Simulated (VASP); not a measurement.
Write the native input for VASP 6.6.1 that does the following.

- Task: single point
- Functional: PBEsol
- Potentials or basis: VASP PAW PBE potentials, release 64 (Be)
- Cutoff: 520 eV
- k mesh: 24 × 24 × 14
- Occupations: gaussian, width 0.15 eV
- Spin: no spin polarisation
- Dipole correction: no
- Further INCAR settings: ALGO = Normal; EDIFF = 1e-07; NBANDS = 9

The structure of Be lies in POSCAR:

```
Be
1.0
    2.2995019849      0.0000000000      0.0000000000
   -1.1497509925      1.9914271350      0.0000000000
    0.0000000000      0.0000000000      3.6009000000
Be
2
Direct
    0.3333333333      0.6666666667      0.2500000000
    0.6666666667      0.3333333333      0.7500000000
```

One way to write it, as run:

INCAR

```
PREC = Accurate
ENCUT = 520
EDIFF = 1E-7
ISMEAR = 0
SIGMA = 0.15
LREAL = False
LASPH = True
NELM = 80
ALGO = Normal
ISIF = 2
LWAVE = False
LCHARG = False
GGA = PS
NBANDS = 9
```

KPOINTS

```
regular mesh
0
Gamma
  24 24 14
```

Potentials or basis: VASP PAW PBE potentials, release 64 (Be).

Command:

```bash
$ cat potpaw_PBE.64/Be/POTCAR > POTCAR
$ mpirun -np 1 vasp_std > vasp.out
```

It gave:

```yaml
Pressure: -5.4 GPa
Band_gap_on_the_k_mesh: zero (band 2 reaches 7.63 eV, above the bottom of band 3 at 5.59 eV)
```

Caveat: the PAW data sets were made with another functional, which shifts forces and pressure a little.

Wall time 19 s on 1 thread of Intel(R) Xeon(R) 6975P-C (Granite Rapids) (shared host), peak memory 0.17 GiB.
